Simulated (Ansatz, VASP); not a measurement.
**Al: VASP beside Ansatz**

```
Al
1.0
     0.00000    1.96326    1.99362
     1.96326    0.00000    1.99362
     1.96326    1.96326    0.00000
Al
1
Cartesian
  0.0000 0.0000 0.0000
```

Change from the starting cell: strain -0.030 along x and y, -0.015 along z, atoms carried along.

Alike in both runs: task single point; functional PBEsol; dispersion D3(BJ); k mesh 20 × 20 × 20; occupations gaussian, width 0.15 eV; no spin polarisation.

```csv
,VASP,Ansatz
version,VASP 6.6.1,Ansatz 0.2.0
potentials or method,"VASP PAW PBE potentials, release 64 (Al), cutoff 520 eV","scalar-relativistic, plane waves, PAW"
valence electrons in the cell,3,3
```

|  | VASP | Ansatz | Ansatz less VASP |
| --- | --- | --- | --- |
| gap on the k mesh at the Fermi level (eV) | none | none | - |
| pressure (GPa) | 1.2 | 1.1 | -0.09 |
| traceless stress, the component that is largest in VASP (GPa) | -0.51 | -0.51 | +0.007 |

VASP's potentials were made for PBE, not for PBEsol. A gap of «none» marks a metal or a gap that the smearing closes.
